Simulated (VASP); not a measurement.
The system is Zr4B.

```
Zr B
1.0
    -2.83285    2.83285    2.83285
     2.83285   -2.83285    2.83285
     2.83285    2.83285   -2.83285
Zr B
4 1
Direct
  0.50000 0.50000 0.50000
  0.00000 0.00000 0.50000
  0.00000 0.50000 0.00000
  0.50000 0.00000 0.00000
  0.00000 0.00000 0.00000
```

| Quantity | Value |
| --- | --- |
| Program | VASP 6.6.1 |
| Task | relaxation of cell and atoms |
| Functional | PBE |
| Potentials or basis | VASP PAW PBE potentials, release 64 (Zr_sv, B) |
| Cutoff | 600 eV |
| k mesh | 4 × 4 × 4 |
| Occupations | gaussian, width 0.1 eV |
| Spin | no spin polarisation |

At the start: pressure 14.8 GPa; volume 18.19 Å³/atom.

**Question.** How do energy, volume and symmetry change on relaxing?

**Answer.** Over 3 steps the energy falls by 100.4 meV/atom and the volume is 20.60 Å³/atom (+13.2 %); space group Im-3m (No. 229, to 0.05 Å).

The path:
| step | energy change (eV) | largest force (eV/Å) | pressure (GPa) | volume (Å³) |
| --- | --- | --- | --- | --- |
| 1 | 0.0000 | 0.0000 | 14.82 | 90.94 |
| 2 | -0.1365 | 0.0000 | -8.81 | 114.93 |
| 3 | -0.5020 | 0.0000 | -0.18 | 102.98 |

Final structure:
```
CELL_PARAMETERS angstrom
-2.95280 2.95280 2.95280
2.95280 -2.95280 2.95280
2.95280 2.95280 -2.95280
ATOMIC_POSITIONS crystal
Zr 0.50000 0.50000 0.50000
Zr 0.00000 0.00000 0.50000
Zr 0.00000 0.50000 0.00000
Zr 0.50000 0.00000 0.00000
B 0.00000 0.00000 0.00000
```

Caveat: the k points lie up to 0.38 Å⁻¹ apart in the final cell.
